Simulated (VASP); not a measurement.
# CoSn (P6/mmm) in VASP: further runs, part 2 of 2

VASP 6.6.1. Earlier steps stand in the parts before.

### 3 Single point, PBEsol (volume scaled by 1.03, then relaxed in part)

File INCAR:

```
PREC = Accurate
ENCUT = 520
EDIFF = 1E-7
ISMEAR = 0
SIGMA = 0.1
LREAL = False
LASPH = True
NELM = 100
ALGO = Fast
ISIF = 2
LWAVE = False
LCHARG = False
GGA = PS
NBANDS = 44
```

File KPOINTS:

```
Automatic mesh
0
Gamma
  12 12 8
```

File POSCAR:

```
CoSn
1.0
    5.2713995408      0.0000000000      0.0000000000
   -2.6356997704      4.5651659158      0.0000000000
    0.0000000000      0.0000000000      4.2097465675
Co Sn
3 3
Direct
    0.0000000000      0.5000000000      0.0000000000
    0.5000000000      0.5000000000      0.0000000000
    0.5000000000      0.0000000000      0.0000000000
    0.6666666667      0.3333333333      0.5000000000
    0.3333333333      0.6666666667      0.5000000000
    0.0000000000      0.0000000000      0.0000000000
```

Potentials or basis: VASP PAW PBE potentials, release 64 (Co, Sn_d).

Launch:

```
> cat potpaw_PBE.64/Co/POTCAR potpaw_PBE.64/Sn_d/POTCAR > POTCAR
> mpirun -np 1 vasp_std > vasp.out
```

OUTCAR:

```text
PREC = Accurate
   ENCUT = 520
   EDIFF = 1E-7
   ISMEAR = 0
   LREAL = False
   LASPH = True
   NELM = 100
   ISIF = 2
   GGA = PS

 ion  position               nearest neighbor table
   1  0.000  0.500  0.000-   4 2.60   5 2.60   4 2.60   5 2.60   3 2.64   6 2.64   6 2.64   3 2.64
                             2 2.64   2 2.64
   2  0.500  0.500  0.000-   4 2.60   5 2.60   4 2.60   5 2.60   3 2.64   6 2.64   3 2.64   6 2.64
                             1 2.64   1 2.64
   3  0.500  0.000  0.000-   4 2.60   5 2.60   4 2.60   5 2.60   1 2.64   2 2.64   2 2.64   1 2.64
                             6 2.64   6 2.64
   4  0.667  0.333  0.500-   3 2.60   3 2.60   1 2.60   1 2.60   2 2.60   2 2.60   5 3.04   5 3.04
                             5 3.04   6 3.70   6 3.70   6 3.70   6 3.70   6 3.70   6 3.70
   5  0.333  0.667  0.500-   3 2.60   3 2.60   1 2.60   1 2.60   2 2.60   2 2.60   4 3.04   4 3.04
                             4 3.04   6 3.70   6 3.70   6 3.70   6 3.70   6 3.70   6 3.70
   6  0.000  0.000  0.000-   1 2.64   2 2.64   1 2.64   2 2.64   3 2.64   3 2.64   5 3.70   4 3.70
                             5 3.70   4 3.70   4 3.70   4 3.70   5 3.70   5 3.70   4 3.70   5 3.70

  LATTYP: Found a hexagonal cell.
 ALAT       =     5.2713995408
 C/A-ratio  =     0.7986013079

  Lattice vectors:

 A1 = (   5.2713995408,   0.0000000000,   0.0000000000)
 A2 = (  -2.6356997704,   4.5651659158,   0.0000000000)
 A3 = (   0.0000000000,   0.0000000000,   4.2097465675)

Analysis of symmetry for initial positions (statically):
=====================================================================
 Subroutine PRICEL returns:
 Original cell was already a primitive cell.

 Routine SETGRP: Setting up the symmetry group for a
 hexagonal supercell.

 Subroutine GETGRP returns: Found 24 space group operations
 (whereof 24 operations were pure point group operations)
 out of a pool of 24 trial point group operations.

The static configuration has the point symmetry D_6h.

Analysis of symmetry for dynamics (positions and initial velocities):
[... 139 lines left out ...]
     AMIX_MAG =   1.60;   BMIX_MAG =  1.00
  volume/ion in A,a.u.               =      16.88       113.94
  Fermi-wavevector in a.u.,A,eV,Ry     =   1.440384  2.721932 28.228101  2.074707
  Thomas-Fermi vector in A             =   2.559134
   LORBIT       =      0    0 simple, 1 ext, 2 COOP (PROOUT), +10 PAW based schemes
   GGA     = PS    functional components
   LHFCALC =     F    Hartree Fock is set to
   AEXX    =    0.0000 exact exchange contribution
   IVDW    =     0    specifies the selected vdW correction
   LEPSILON=     F    determine dielectric tensor
   LRPA    =     F    only Hartree local field effects (RPA)
 non-spin polarized calculation
 RMM-DIIS sequential band-by-band and
 Gauss-broadening in eV      SIGMA  =   0.10
  energy-cutoff  :      520.00
  volume of cell :      101.31
 maximum number of plane-waves:      2750
 NGX is ok and might be reduce to    40
   NGX = 19   NGY = 19   NGZ = 15

 number of electron      69.0000012 magnetization

 Free energy of the ion-electron system (eV)
  ---------------------------------------------------
  ext. energy  EPLUGINS =         0.00000000
  ---------------------------------------------------
  free energy    TOTEN  =       -36.94299624 eV

  energy without entropy =      -36.93021597  energy(sigma->0) =      -36.93660610

 E-fermi :   9.7675     XC(G=0): -11.9381

 val. band max:        9.7519443641   @ k =   0.3333   0.0000   0.1250
 cond. band min:       9.7988166249   @ k =   0.2500  -0.0000   0.0000
 fundamental gap:      0.0468722608
 Fermi energy:         9.7675413448

 k-point     1 :       0.0000    0.0000    0.0000
  band No.  band energies     occupation
      1     -11.6073      2.00000
      2     -11.4945      2.00000
      3     -11.4945      2.00000
      4     -11.4783      2.00000
      5     -11.4783      2.00000
      6     -11.3859      2.00000
[... 1117 lines left out ...]
     43      14.6127      0.00000
     44      16.2810      0.00000

 [... further k-points ...]
[... 5 lines left out ...]
  --------------------------------------------------------------------------------------
  -------------------------------------------------------------------------------------
  Total       -2.5458647     -2.5458647     -2.6056984      0.0000000      0.0000000      0.0000000
  in kB      -40.2631225    -40.2631225    -41.2093993      0.0000000      0.0000000      0.0000000
  external PRESSURE =     -40.5785481 kB  Pullay stress =       0.0000000 kB

 VOLUME and BASIS-vectors are now :
 -----------------------------------------------------------------------------
  energy-cutoff  :      520.00
  volume of cell :      101.31
      direct lattice vectors                 reciprocal lattice vectors
     5.271399541  0.000000000  0.000000000     0.189702942  0.109525044  0.000000000
    -2.635699770  4.565165916  0.000000000     0.000000000  0.219050089  0.000000000
     0.000000000  0.000000000  4.209746567     0.000000000  0.000000000  0.237543991

 POSITION                                       TOTAL-FORCE (eV/Angst)
 -----------------------------------------------------------------------------------
     -1.31785      2.28258      0.00000        -0.000000      0.000000      0.000000
      1.31785      2.28258      0.00000        -0.000000      0.000000      0.000000
      2.63570      0.00000      0.00000        -0.000000      0.000000      0.000000
      2.63570      1.52172      2.10487        -0.000000      0.000000      0.000000
     -0.00000      3.04344      2.10487         0.000000      0.000000      0.000000
      0.00000      0.00000      0.00000        -0.000000      0.000000      0.000000
 -----------------------------------------------------------------------------------
    total drift:                               -0.000000      0.000000     -0.000000

  FREE ENERGIE OF THE ION-ELECTRON SYSTEM (eV)
  ---------------------------------------------------
  free  energy   TOTEN  =       -36.9429962353 eV

  energy  without entropy=      -36.9302159728  energy(sigma->0) =      -36.93660610
```

OSZICAR:

```text
N       E                     dE             d eps       ncg     rms          rms(c)
DAV:   1     0.690125385861E+03    0.69013E+03   -0.31217E+04  8492   0.248E+03
DAV:   2     0.690159843816E+02   -0.62111E+03   -0.60207E+03  8360   0.604E+02
DAV:   3    -0.345022965371E+02   -0.10352E+03   -0.10051E+03  8540   0.224E+02
DAV:   4    -0.399112912875E+02   -0.54090E+01   -0.53655E+01  9564   0.574E+01
DAV:   5    -0.400762557671E+02   -0.16496E+00   -0.16489E+00 11244   0.915E+00    0.159E+01
RMM:   6    -0.424143333425E+02   -0.23381E+01   -0.37438E+01  9030   0.412E+01    0.180E+01
RMM:   7    -0.372588289637E+02    0.51555E+01   -0.11381E+01  8983   0.251E+01    0.444E+00
RMM:   8    -0.369418840043E+02    0.31694E+00   -0.87774E-01  9584   0.495E+00    0.921E-01
RMM:   9    -0.369413880397E+02    0.49596E-03   -0.16203E-01 11849   0.226E+00    0.280E-01
RMM:  10    -0.369426460148E+02   -0.12580E-02   -0.31867E-02 13169   0.947E-01    0.177E-01
RMM:  11    -0.369428839674E+02   -0.23795E-03   -0.54686E-03 13950   0.435E-01    0.113E-01
RMM:  12    -0.369429613015E+02   -0.77334E-04   -0.12879E-03 14671   0.179E-01    0.288E-02
RMM:  13    -0.369429901250E+02   -0.28824E-04   -0.28970E-04 15052   0.776E-02    0.158E-02
RMM:  14    -0.369429941782E+02   -0.40532E-05   -0.54585E-05 14430   0.362E-02    0.859E-03
RMM:  15    -0.369429958355E+02   -0.16573E-05   -0.18078E-05 14422   0.187E-02    0.262E-03
RMM:  16    -0.369429962779E+02   -0.44239E-06   -0.46425E-06 11585   0.104E-02    0.278E-03
RMM:  17    -0.369429963139E+02   -0.36040E-07   -0.17293E-06  9835   0.565E-03    0.109E-03
RMM:  18    -0.369429962353E+02    0.78573E-07   -0.48451E-07  6360   0.376E-03
   1 F= -.36942996E+02 E0= -.36936606E+02  d E =-.127803E-01
```

It took 7.6 min on 1 thread of Intel Xeon 6975P-C, shared host; peak memory 0.46 GiB.

Results:

| Item | Value |
| --- | --- |
| Free energy | -36.9430 eV |
| Pressure | -4.1 GPa |

Levels at points of the mesh, in eV from the Fermi level:
```tsv
k point	band 31	band 32	band 33	band 34	band 35	band 36	band 37	band 38
(0.00, 0.00, 0.00)	-0.42	-0.42	-0.39	-0.39	0.51	0.62	1.38	1.38
(0.50, 0.00, 0.00)	-0.62	-0.41	-0.40	0.73	1.03	1.68	1.82	2.51
(0.00, 0.00, 0.50)	-0.93	-0.48	-0.48	-0.48	-0.38	-0.38	-0.15	0.51
(0.50, 0.00, 0.50)	-0.95	-0.68	-0.48	-0.41	-0.39	-0.12	0.44	1.26
```

Caveat: the PAW data sets were made with another functional, which shifts forces and pressure a little; spin-orbit coupling is left out, which moves the levels of the heavy elements.
